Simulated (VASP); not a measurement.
# Hf in VASP: single point with PBE+D3(BJ)

Aim: the single point of Hf with PBE+D3(BJ).

All numbers are computed with VASP 6.6.1; they aren't measurements. Logs are shortened: lines on timing, memory, paths and dates and some standing lists are left out, and cuts for length are marked.

**1. The cell of the first run**

The cell holds a slab with vacuum, 12 atoms: a = 6.340 Å, b = 5.020 Å, c = 22.405 Å, α = 90.00°, β = 90.00°, γ = 90.00°.

**2. Single point, PBE+D3(BJ)**

The input, INCAR:

```
  PREC = Accurate
  ENCUT = 520
  EDIFF = 1E-6
  ISMEAR = 0
  SIGMA = 0.1
  LREAL = F
  LASPH = T
  NELM = 60
  ALGO = Normal
  ISIF = 2
  LWAVE = F
  LCHARG = F
  LDIPOL = T
  IDIPOL = 3
  DIPOL = 0.5 0.5 0.499
  GGA = PE
  IVDW = 12
  NBANDS = 72
```

The input, KPOINTS:

```
regular mesh
0
Gamma
  3 4 1
```

The input, POSCAR:

```
Hf
1.0
    6.3396999943      0.0000000000      0.0000000000
    0.0000000000      5.0196956469      0.0000000000
    0.0000000000      0.0000000000     22.4053981220
Hf
12
Direct
    0.5000000000      0.7500000000      0.3570568109
    0.0000000000      0.7500000000      0.3570568109
    0.7500000000      0.2500000000      0.3978977221
    0.2500000000      0.2500000000      0.3978977221
    0.7500000000      0.7500000000      0.4795795444
    0.2500000000      0.7500000000      0.4795795444
    0.0000000000      0.2500000000      0.5218449356
    0.5000000000      0.2500000000      0.5218449356
    0.0000000000      0.7500000000      0.6001860475
    0.5000000000      0.7500000000      0.6001860475
    0.2500000000      0.2500000000      0.6390704198
    0.7500000000      0.2500000000      0.6390704198
```

Potentials or basis: VASP PAW PBE potentials, release 64 (Hf_pv).

Started as:

```bash
$ cat potpaw_PBE.64/Hf_pv/POTCAR > POTCAR
$ mpirun -np 1 vasp_std > vasp.out
```

OUTCAR:

```text
PREC = Accurate
   ENCUT = 520
   EDIFF = 1E-6
   ISMEAR = 0
   LREAL = F
   LASPH = T
   NELM = 60
   ISIF = 2
   GGA = PE
   IVDW = 12
 IVDW          = 12

 ion  position               nearest neighbor table
   1  0.500  0.750  0.357-   3 3.11   4 3.11   3 3.11   4 3.11   5 3.17   6 3.17   2 3.17   2 3.17

   2  0.000  0.750  0.357-   3 3.11   4 3.11   3 3.11   4 3.11   5 3.17   6 3.17   1 3.17   1 3.17

   3  0.750  0.250  0.398-   5 3.11   5 3.11   1 3.11   1 3.11   2 3.11   2 3.11   4 3.17   4 3.17
                             7 3.20   8 3.20
   4  0.250  0.250  0.398-   6 3.11   6 3.11   1 3.11   1 3.11   2 3.11   2 3.11   3 3.17   3 3.17
                             7 3.20   8 3.20
   5  0.750  0.750  0.480-   3 3.11   3 3.11   8 3.12   7 3.12   7 3.12   8 3.12  10 3.13   9 3.13
                             1 3.17   2 3.17   6 3.17   6 3.17
   6  0.250  0.750  0.480-   4 3.11   4 3.11   8 3.12   7 3.12   7 3.12   8 3.12  10 3.13   9 3.13
                             1 3.17   2 3.17   5 3.17   5 3.17
   7  0.000  0.250  0.522-   9 3.06   9 3.06  12 3.07  11 3.07   5 3.12   5 3.12   6 3.12   6 3.12
                             8 3.17   8 3.17   3 3.20   4 3.20
   8  0.500  0.250  0.522-  10 3.06  10 3.06  12 3.07  11 3.07   5 3.12   5 3.12   6 3.12   6 3.12
                             7 3.17   7 3.17   3 3.20   4 3.20
   9  0.000  0.750  0.600-   7 3.06   7 3.06  12 3.09  11 3.09  11 3.09  12 3.09   5 3.13   6 3.13
[... 14 lines left out ...]
 A1 = (   0.0000000000,  -5.0196956469,   0.0000000000)
 A2 = (   6.3396999943,   0.0000000000,   0.0000000000)
 A3 = (   0.0000000000,   0.0000000000,  22.4053981220)

Analysis of symmetry for initial positions (statically):
=====================================================================
 Subroutine PRICEL returns following result:

  LATTYP: Found a simple orthorhombic cell.
 ALAT       =     3.1698499971
 B/A-ratio  =     1.5835751381
 C/A-ratio  =     7.0682834021

  Lattice vectors:

 A1 = (   3.1698499971,   0.0000000000,   0.0000000000)
 A2 = (   0.0000000000,   5.0196956469,   0.0000000000)
 A3 = (   0.0000000000,   0.0000000000,  22.4053981220)

   2 primitive cells build up your supercell.

 Routine SETGRP: Setting up the symmetry group for a
 simple orthorhombic supercell.

 Subroutine GETGRP returns: Found  4 space group operations
 (whereof  2 operations were pure point group operations)
 out of a pool of  8 trial point group operations.

The static configuration has the point symmetry C_1h.
 The point group associated with its full space group is C_2v.

Analysis of symmetry for dynamics (positions and initial velocities):
[... 133 lines left out ...]
     AMIX_MAG =   1.60;   BMIX_MAG =  1.00
  volume/ion in A,a.u.               =      59.42       400.97
  Fermi-wavevector in a.u.,A,eV,Ry     =   0.903862  1.708052 11.115514  0.816967
  Thomas-Fermi vector in A             =   2.027239
   LORBIT       =      0    0 simple, 1 ext, 2 COOP (PROOUT), +10 PAW based schemes
   GGA     = PE    functional components
   LHFCALC =     F    Hartree Fock is set to
   AEXX    =    0.0000 exact exchange contribution
   IVDW    =    12    specifies the selected vdW correction
   LEPSILON=     F    determine dielectric tensor
   LRPA    =     F    only Hartree local field effects (RPA)
 non-spin polarized calculation
 Gauss-broadening in eV      SIGMA  =   0.10
  energy-cutoff  :      520.00
  volume of cell :      713.02
 maximum number of plane-waves:     19231
 NGX is ok and might be reduce to    48
   NGX = 23   NGY = 19   NGZ = 83

 dipolmoment           0.000000      0.000000     -0.113486 electrons x Angstroem

 number of electron     119.9999974 magnetization

 dipolmoment           0.000000      0.000000      0.014250 electrons x Angstroem

 Free energy of the ion-electron system (eV)
  ---------------------------------------------------
  ext. energy  EPLUGINS =         0.00000000
  ---------------------------------------------------
  free energy    TOTEN  =      -111.76501633 eV

  energy without entropy =     -111.67682840  energy(sigma->0) =     -111.72092237

 E-fermi :  -0.4265     XC(G=0):  -5.1534

 val. band max:       -0.4327828283   @ k =   0.3333   0.5000   0.0000
 cond. band min:      -0.4087632137   @ k =   0.3333   0.2500   0.0000
 fundamental gap:      0.0240196146
 Fermi energy:        -0.4264596685

 k-point     1 :       0.0000    0.0000    0.0000
  band No.  band energies     occupation
      1     -31.6468      2.00000
      2     -31.6144      2.00000
      3     -31.6076      2.00000
      4     -31.5934      2.00000
      5     -31.5687      2.00000
      6     -31.5620      2.00000
[... 439 lines left out ...]
     71       0.3499      0.00000
     72       0.4052      0.00000

------------------------ aborting loop because EDIFF is reached ----------------------------------------

 vacuum level on the upper side and lower side of the slab       (xc-potential included)        -0.206        -0.287

 Edisp (eV)   -3.72936

 E8    (eV) :    -2.0766

  FORCE on cell =-STRESS in cart. coord.  units (eV):
  Direction    XX          YY          ZZ          XY          YZ          ZX
  --------------------------------------------------------------------------------------
  -------------------------------------------------------------------------------------
  Total     -10.46838    -6.49119    -3.42264     0.00000     0.00000     0.00000
  in kB     -23.52292   -14.58600    -7.69084     0.00000     0.00000     0.00000
  external pressure =      -15.27 kB  Pullay stress =        0.00 kB

 VOLUME and BASIS-vectors are now :
 -----------------------------------------------------------------------------
  energy-cutoff  :      520.00
  volume of cell :      713.02
      direct lattice vectors                 reciprocal lattice vectors
     6.339699994  0.000000000  0.000000000     0.157736171  0.000000000  0.000000000
     0.000000000  5.019695647  0.000000000     0.000000000  0.199215265  0.000000000
     0.000000000  0.000000000 22.405398122     0.000000000  0.000000000  0.044632101

 POSITION                                       TOTAL-FORCE (eV/Angst)
 -----------------------------------------------------------------------------------
      3.16985      3.76477      8.00000        -0.000000      0.000000      0.459535
      0.00000      3.76477      8.00000        -0.000000      0.000000      0.459535
      4.75477      1.25492      8.91506         0.000000     -0.000000      0.114088
      1.58492      1.25492      8.91506        -0.000000     -0.000000      0.114088
      4.75477      3.76477     10.74517        -0.000000     -0.000000     -0.539680
      1.58492      3.76477     10.74517        -0.000000     -0.000000     -0.539680
      0.00000      1.25492     11.69214         0.000000     -0.000000      0.030316
      3.16985      1.25492     11.69214         0.000000     -0.000000      0.030316
      0.00000      3.76477     13.44741        -0.000000     -0.000000     -0.009005
      3.16985      3.76477     13.44741        -0.000000      0.000000     -0.009005
      1.58492      1.25492     14.31863        -0.000000     -0.000000     -0.055254
      4.75477      1.25492     14.31863        -0.000000     -0.000000     -0.055254
 -----------------------------------------------------------------------------------
    total drift:                                0.000000     -0.000000      0.002566

  FREE ENERGIE OF THE ION-ELECTRON SYSTEM (eV)
  ---------------------------------------------------
  free  energy   TOTEN  =      -115.4943802512 eV

  energy  without entropy=     -115.4061923161  energy(sigma->0) =     -115.45028628

 vacuum level on the upper side and lower side of the slab         3.210         3.127
```

OSZICAR:

```text
N       E                     dE             d eps       ncg     rms          rms(c)
DAV:   1     0.495179989806E+03    0.49518E+03   -0.66021E+04  1208   0.139E+03
DAV:   2    -0.763474448398E+02   -0.57153E+03   -0.55786E+03  1024   0.311E+02
DAV:   3    -0.118031505369E+03   -0.41684E+02   -0.39693E+02  1088   0.571E+01
[... 37 lines left out ...]
DAV:  41    -0.111764994638E+03   -0.67576E-05   -0.14311E-06   624   0.310E-03    0.286E-02
DAV:  42    -0.111765005548E+03   -0.10909E-04   -0.40262E-06   736   0.304E-03    0.141E-02
DAV:  43    -0.111765011184E+03   -0.56359E-05   -0.25137E-07   600   0.161E-03    0.182E-02
DAV:  44    -0.111765015672E+03   -0.44883E-05   -0.96977E-07   640   0.284E-03    0.268E-02
DAV:  45    -0.111765016333E+03   -0.66081E-06   -0.11700E-06   584   0.252E-03
   1 F= -.11549438E+03 E0= -.11545029E+03  d E =-.881879E-01
```

Wall time 37 min (1 thread of AMD EPYC 7R13, shared host); peak memory 0.75 GiB.

What came out:

```
Free energy                : -115.4944 eV
Largest force              : 0.540 eV/Å
Band gap on the k mesh     : zero (band 60 reaches -0.23 eV, above the bottom of band 61 at -0.46 eV)
Dispersion energy per atom : -0.311 eV
```

Forces in eV/Å, atoms in the order of the input:
```
Hf   0.000  0.000  0.460
Hf   0.000  0.000  0.460
Hf   0.000  0.000  0.114
Hf   0.000  0.000  0.114
Hf   0.000  0.000 -0.540
Hf   0.000  0.000 -0.540
Hf   0.000  0.000  0.030
Hf   0.000  0.000  0.030
Hf   0.000  0.000 -0.009
Hf   0.000  0.000 -0.009
Hf   0.000  0.000 -0.055
Hf   0.000  0.000 -0.055
```

Levels at points of the mesh, in eV from the Fermi level:
```
           k point  band 55  band 56  band 57  band 58  band 59  band 60  band 61  band 62  band 63  band 64
(0.00, 0.00, 0.00)    -0.95    -0.69    -0.62    -0.50    -0.03     0.20     0.23     0.26     0.50     0.67
(0.00, 0.50, 0.00)    -0.81    -0.81    -0.49    -0.47    -0.03     0.04     0.31     0.34     0.44     0.47
```

Caveat: spin-orbit coupling is left out, which moves the levels of the heavy elements.
